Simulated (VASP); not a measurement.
The system is C.

```
CELL_PARAMETERS angstrom
0.00000 1.76560 1.72358
1.76560 0.00000 1.72358
1.76560 1.76560 0.00000
ATOMIC_POSITIONS crystal
C 0.50000 0.50000 0.50000
C 0.75000 0.75000 0.75000
```

This cell differs from its parent crystal: volume 5.373 Å^3 an atom, c/a of the conventional cell 0.9762.

Base run:

```yaml
Program: VASP 6.6.1
Functional: LDA
Potentials_or_basis: VASP PAW LDA potentials, release 64 (C)
Cutoff: 520 eV
k_mesh: 12 × 12 × 12
Occupations: gaussian, width 0.05 eV
Spin: no spin polarisation
```

Its results: band gap on the k mesh 3.63 eV, indirect (least direct gap 5.26 eV); pressure 13.8 GPa.

Question: The run is repeated on the same cell with these changes: potentials or basis from VASP PAW LDA potentials, release 64 (C) to VASP PAW LDA potentials, release 64 (C_h); cutoff from 520 eV to 910 eV. What comes out?

Answer: Band gap on the k mesh 3.64 eV, indirect (least direct gap 5.26 eV); pressure 12.7 GPa.

Caveats: the cutoff is under 1.25 times the usual one of these potentials, so pressure, stress and relaxed cells hold a basis-set (Pulay) error (some runs).

A k mesh can miss the band edges.
